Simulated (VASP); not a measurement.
# Mg (P6_3/mmc) in VASP: further runs

The runs below take Mg through single point, with PBE.

Everything below comes from runs of VASP 6.6.1. Logs are shortened: lines on timing, memory, paths and dates and some standing lists are left out, and cuts for length are marked.

## (1) The cell of the first run

It takes space group P6_3/mmc (No. 194, hexagonal). Conventional cell: a = 3.597 Å, b = 3.597 Å, c = 5.355 Å, α = 90.00°, β = 90.00°, γ = 120.00°. Mg (site symmetry -6m2) has 12 Mg at 3.39 to 3.60 Å within 4.5 Å.

## (2) Single point, PBE (Sr replaced by Mg, lengths x 0.834, strained)

Input file INCAR:

```
SYSTEM = Mg
PREC = Accurate
ENCUT = 520
EDIFF = 1E-7
ISMEAR = 0
SIGMA = 0.1
LREAL = .False.
LASPH = .True.
NELM = 100
ALGO = Fast
ISIF = 2
LWAVE = .False.
LCHARG = .False.
GGA = PE
NBANDS = 9
```

Input file KPOINTS:

```
regular mesh
0
Gamma
  6 6 4
  0 0 0
```

Input file POSCAR:

```
Mg
1.0
    3.5970397190      0.0000000000      0.0000000000
   -1.7985198595      3.1151277750      0.0000000000
    0.0000000000      0.0000000000      5.3547131815
Mg
2
Direct
    0.3333333333      0.6666666667      0.2500000000
    0.6666666667      0.3333333333      0.7500000000
```

Potentials or basis: VASP PAW PBE potentials, release 64 (Mg).

The run is started by

```sh
cat potpaw_PBE.64/Mg/POTCAR > POTCAR
mpirun -np 1 vasp_std > vasp.out
```

OUTCAR:

```text
SYSTEM = Mg
   PREC = Accurate
   ENCUT = 520
   EDIFF = 1E-7
   ISMEAR = 0
   LREAL = .False.
   LASPH = .True.
   NELM = 100
   ISIF = 2
   GGA = PE

 ion  position               nearest neighbor table
   1  0.333  0.667  0.250-   2 3.39   2 3.39   2 3.39   2 3.39   2 3.39   2 3.39
   2  0.667  0.333  0.750-   1 3.39   1 3.39   1 3.39   1 3.39   1 3.39   1 3.39

  LATTYP: Found a hexagonal cell.
 ALAT       =     3.5970397190
 C/A-ratio  =     1.4886444409

  Lattice vectors:

 A1 = (   3.5970397190,   0.0000000000,   0.0000000000)
 A2 = (  -1.7985198595,   3.1151277750,   0.0000000000)
 A3 = (   0.0000000000,   0.0000000000,   5.3547131815)

Analysis of symmetry for initial positions (statically):
=====================================================================
 Subroutine PRICEL returns:
 Original cell was already a primitive cell.

 Routine SETGRP: Setting up the symmetry group for a
 hexagonal supercell.

 Subroutine GETGRP returns: Found 24 space group operations
 (whereof 12 operations were pure point group operations)
 out of a pool of 24 trial point group operations.

The static configuration has the point symmetry D_3d.
 The point group associated with its full space group is D_6h.

Analysis of symmetry for dynamics (positions and initial velocities):
=====================================================================
 Subroutine PRICEL returns:
 Original cell was already a primitive cell.

 Routine SETGRP: Setting up the symmetry group for a
 hexagonal supercell.

 Subroutine GETGRP returns: Found 24 space group operations
 (whereof 12 operations were pure point group operations)
 out of a pool of 24 trial point group operations.

The dynamic configuration has the point symmetry D_3d.
 The point group associated with its full space group is D_6h.

 Subroutine INISYM returns: Found 24 space group operations
 (whereof 12 operations are pure point group operations),
 and found     1 'primitive' translations

----------------------------------------------------------------------------------------

                                     Primitive cell

  volume of cell :      60.0008

  direct lattice vectors                    reciprocal lattice vectors
     3.597039719  0.000000000  0.000000000     0.278006383  0.160507060  0.000000000
    -1.798519860  3.115127775  0.000000000     0.000000000  0.321014120  0.000000000
     0.000000000  0.000000000  5.354713182     0.000000000  0.000000000  0.186751366

  length of vectors
     3.597039719  3.597039719  5.354713182     0.321014120  0.321014120  0.186751366

  position of ions in fractional coordinates (direct lattice)
     0.333333333  0.666666667  0.250000000
     0.666666667  0.333333333  0.750000000

  ion indices of the primitive-cell ions
   primitive index   ion index
                 1           1
                 2           2

----------------------------------------------------------------------------------------

 KPOINTS: regular mesh

Automatic generation of k-mesh.
 Grid dimensions read from file:
 generate k-points for:    6    6    4

 Generating k-lattice:

  Cartesian coordinates                     Fractional coordinates (reciprocal lattice)
     0.046334397  0.026751177  0.000000000     0.166666667  0.000000000  0.000000000
     0.000000000  0.053502353  0.000000000     0.000000000  0.166666667  0.000000000
     0.000000000  0.000000000  0.046687841     0.000000000  0.000000000  0.250000000

  Length of vectors
     0.053502353  0.053502353  0.046687841

  Shift w.r.t. Gamma in fractional coordinates (k-lattice)
     0.000000000  0.000000000  0.000000000

 Subroutine IBZKPT returns following result:
 ===========================================

 Found     21 irreducible k-points:

 Following reciprocal coordinates:
            Coordinates               Weight
  0.000000  0.000000  0.000000      1.000000
  0.166667  0.000000  0.000000      6.000000
  0.333333  0.000000  0.000000      6.000000
  0.500000  0.000000  0.000000      3.000000
  0.166667  0.166667  0.000000      6.000000
  0.333333  0.166667  0.000000     12.000000
[... 13 lines left out ...]
  0.333333  0.166667  0.500000     12.000000
  0.333333  0.333333  0.500000      2.000000
   k-points           NKPTS =     21   k-points in BZ     NKDIM =     21   number of bands    NBANDS=      9
   number of dos      NEDOS =    301   number of ions     NIONS =      2
   total plane-waves  NPLWV =  31360
   dimension x,y,z NGX =    28 NGY =   28 NGZ =   40
   dimension x,y,z NGXF=    56 NGYF=   56 NGZF=   80
   ions per type =               2
   NGX,Y,Z   is equivalent  to a cutoff of  12.94, 12.94, 12.42 a.u.
   NGXF,Y,Z  is equivalent  to a cutoff of  25.88, 25.88, 24.84 a.u.
 SYSTEM =  Mg
   PREC   = accura    normal or accurate (medium, high low for compatibility)
   ISTART =      0    job   : 0-new  1-cont  2-samecut
   ICHARG =      2    charge: 1-file 2-atom 10-const
   ISPIN  =      1    spin polarized calculation?
   LNONCOLLINEAR =      F non collinear calculations
   LSORBIT =      F    spin-orbit coupling
   LASPH  =      T    aspherical Exc in radial PAW
   ENCUT  =  520.0 eV  38.22 Ry    6.18 a.u.   6.69  6.69  9.96*2*pi/ulx,y,z
   NELM   =    100;   NELMIN=  2; NELMDL= -5     # of ELM steps
   EDIFF  = 0.1E-06   stopping-criterion for ELM
   LREAL  =      F    real-space projection
   EDIFFG = 0.1E-05   stopping-criterion for IOM
   NSW    =      0    number of steps for IOM
   IBRION =     -1    ionic relax: 0-MD 1-quasi-New 2-CG
   NFREE  =      0    steps in history (QN), initial steepest desc. (CG)
   ISIF   =      2    stress and relaxation
   ISYM   =      2    0-nonsym 1-usesym 2-fastsym
   POTIM  = 0.5000    time-step for ionic-motion
   TEBEG  =    0.0;   TEEND  =   0.0 temperature during run
   PSTRESS=    0.0 pullay stress
   NELECT =       4.0000    total number of electrons
   NUPDOWN=      -1.0000    fix difference up-down
   EMIN   =  10.00;   EMAX   =-10.00  energy-range for DOS
   EFERMI =   0.00;   METHOD = LEGACY
   ISMEAR =     0;   SIGMA  =   0.10  broadening in eV -4-tet -1-fermi 0-gaus
   EFERMI_NEDOS =   21; number of points for ismear=-14 and -15
   IALGO  =     68    algorithm
   IMIX   =      4    mixing-type and parameters
     AMIX     =   0.40;   BMIX     =  1.00
     AMIX_MAG =   1.60;   BMIX_MAG =  1.00
  volume/ion in A,a.u.               =      30.00       202.45
  Fermi-wavevector in a.u.,A,eV,Ry     =   0.663808  1.254415  5.995283  0.440641
  Thomas-Fermi vector in A             =   1.737301
   LORBIT       =      0    0 simple, 1 ext, 2 COOP (PROOUT), +10 PAW based schemes
   GGA     = PE    functional components
   LHFCALC =     F    Hartree Fock is set to
   AEXX    =    0.0000 exact exchange contribution
   IVDW    =     0    specifies the selected vdW correction
   LEPSILON=     F    determine dielectric tensor
   LRPA    =     F    only Hartree local field effects (RPA)
 non-spin polarized calculation
 RMM-DIIS sequential band-by-band and
 Gauss-broadening in eV      SIGMA  =   0.10
  energy-cutoff  :      520.00
  volume of cell :       60.00
 maximum number of plane-waves:      1652
 NGX is ok and might be reduce to    28
   NGX = 13   NGY = 13   NGZ = 19

 number of electron       4.0000000 magnetization

 Free energy of the ion-electron system (eV)
  ---------------------------------------------------
  ext. energy  EPLUGINS =         0.00000000
  ---------------------------------------------------
  free energy    TOTEN  =        -2.62075042 eV

  energy without entropy =       -2.61519749  energy(sigma->0) =       -2.61797396

 E-fermi :   1.3145     XC(G=0):  -7.7008

 val. band max:        1.2791857705   @ k =   0.1667   0.0000   0.0000
 cond. band min:       1.4813649132   @ k =   0.3333   0.1667   0.2500
 fundamental gap:      0.2021791427
 Fermi energy:         1.3144966842

 k-point     1 :       0.0000    0.0000    0.0000
  band No.  band energies     occupation
      1      -4.4837      2.00000
      2       0.4989      2.00000
      3       0.8539      2.00000
      4       9.5221      0.00000
      5       9.5221      0.00000
      6      10.0681      0.00000
      7      10.0681      0.00000
      8      11.6171      0.00000
      9      11.6795      0.00000

 k-point     2 :       0.1667    0.0000    0.0000
  band No.  band energies     occupation
      1      -4.0539      2.00000
      2       0.8983      2.00000
      3       1.2792      1.38248
      4       5.9167      0.00000
      5       7.8563      0.00000
      6       8.8481      0.00000
      7      10.4517      0.00000
      8      10.9628      0.00000
      9      12.3957      0.00000

 k-point     3 :       0.3333    0.0000    0.0000
  band No.  band energies     occupation
      1      -2.7738      2.00000
      2       2.0923      0.00000
      3       2.1301      0.00000
      4       2.6989      0.00000
      5       6.7143      0.00000
      6       6.9434      0.00000
      7       7.1863      0.00000
      8       8.0378      0.00000
      9      11.3216      0.00000

 k-point     4 :       0.5000    0.0000    0.0000
  band No.  band energies     occupation
      1      -0.8186      2.00000
      2      -0.5009      2.00000
      3       3.7928      0.00000
      4       4.4518      0.00000
      5       4.5386      0.00000
      6       4.7243      0.00000
      7       6.3335      0.00000
      8       7.3979      0.00000
      9      10.9099      0.00000
[... 169 lines left out ...]
 k-point    19 :       0.1667    0.1667    0.5000
  band No.  band energies     occupation
      1      -1.9039      2.00000
      2      -1.9039      2.00000
      3       5.3314      0.00000
      4       5.3314      0.00000
      5       5.6774      0.00000
      6       5.6774      0.00000
      7       8.2007      0.00000
      8       8.2007      0.00000
      9      12.5550      0.00000

 k-point    20 :       0.3333    0.1667    0.5000
  band No.  band energies     occupation
      1      -0.2334      2.00000
      2      -0.2334      2.00000
      3       2.2752      0.00000
      4       2.2752      0.00000
      5       4.7366      0.00000
      6       4.7366      0.00000
      7       9.7039      0.00000
      8       9.7039      0.00000
      9      11.6557      0.00000

 k-point    21 :       0.3333    0.3333    0.5000
  band No.  band energies     occupation
      1       1.4900      0.01308
      2       1.4900      0.01308
      3       1.9799      0.00000
      4       1.9799      0.00000
      5       2.1270      0.00000
      6       2.1270      0.00000
      7      11.1265      0.00000
      8      11.1265      0.00000
      9      12.0610      0.00000

------------------------ aborting loop because EDIFF is reached ----------------------------------------

  FORCE on cell =-STRESS in cart. coord.  units (eV):
  Direction    XX          YY          ZZ          XY          YZ          ZX
  --------------------------------------------------------------------------------------
  -------------------------------------------------------------------------------------
  Total       -2.2276382     -2.2276382     -2.0107275     -0.0000000      0.0000000      0.0000000
  in kB      -59.4836938    -59.4836938    -53.6916175     -0.0000000      0.0000000      0.0000000
  external PRESSURE =     -57.5530017 kB  Pullay stress =       0.0000000 kB

 VOLUME and BASIS-vectors are now :
 -----------------------------------------------------------------------------
  energy-cutoff  :      520.00
  volume of cell :       60.00
      direct lattice vectors                 reciprocal lattice vectors
     3.597039719  0.000000000  0.000000000     0.278006383  0.160507060  0.000000000
    -1.798519860  3.115127775  0.000000000     0.000000000  0.321014120  0.000000000
     0.000000000  0.000000000  5.354713182     0.000000000  0.000000000  0.186751366

 POSITION                                       TOTAL-FORCE (eV/Angst)
 -----------------------------------------------------------------------------------
     -0.00000      2.07675      1.33868         0.000000     -0.000000      0.000000
      1.79852      1.03838      4.01603        -0.000000      0.000000      0.000000
 -----------------------------------------------------------------------------------
    total drift:                                0.000000     -0.000000      0.000000

  FREE ENERGIE OF THE ION-ELECTRON SYSTEM (eV)
  ---------------------------------------------------
  free  energy   TOTEN  =        -2.6207504188 eV

  energy  without entropy=       -2.6151974934  energy(sigma->0) =       -2.61797396
```

Run time: 5.7 s. Hardware: 1 thread of Intel Xeon 6975P-C (Granite Rapids), shared host; peak memory 0.16 GiB.

Results:

```
Free energy            : -2.6208 eV
Pressure               : -5.8 GPa
Band gap on the k mesh : zero (bands 2 and 3 overlap by 1.29 eV)
```

Caveat: the cell differs from its parent crystal (Sr replaced by Mg, lengths x 0.834, strained); the cell stands under tension.

(Continued in part 2 of 2.)
